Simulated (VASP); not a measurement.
A run of VASP 6.6.1 is set up as follows.

Contents of INCAR:

```
SYSTEM = F
  PREC = Accurate
  ENCUT = 520
  EDIFF = 1E-7
  ISMEAR = 0
  SIGMA = 0.02
  LREAL = .False.
  LASPH = .True.
  NELM = 80
  ALGO = Normal
  ISIF = 2
  LWAVE = .False.
  LCHARG = .True.
  GGA = PE
  LELF = .True.
  LVHAR = .True.
  NBANDS = 22
```

File KPOINTS:

```
regular mesh
0
Gamma
  1 1 1
  0 0 0
```

POSCAR

```
F
1.0
    2.7500000000     -1.6400000000      0.0000000000
    2.7500000000      1.6400000000      0.0000000000
   -1.5347200000      0.0000000000      7.1163900000
F
4
Direct
    0.9680000000      0.6020000000      0.0997000000
    0.3980000000      0.0320000000      0.4003000000
    0.0320000000      0.3980000000      0.9003000000
    0.6020000000      0.9680000000      0.5997000000
```

Potentials or basis: VASP PAW PBE potentials, release 64 (F).

The run is started by

```console
$ cat potpaw_PBE.64/F/POTCAR > POTCAR
$ mpirun -np 1 vasp_gam > vasp.out
```

Task: What does it give for the pressure?

Result: 14.5 GPa.

Task: Predict the largest force.

Result: 2.711 eV/Å.

Forces on the atoms (eV/Å):
```
F   -0.012 -0.007 -2.711
F    0.012 -0.007  2.711
F    0.012  0.007  2.711
F   -0.012  0.007 -2.711
```

Caveat: the k points lie up to 2.24 Å⁻¹ apart; forces of over 1 eV/Å act on the atoms, so gaps and moduli don't describe the material at rest.
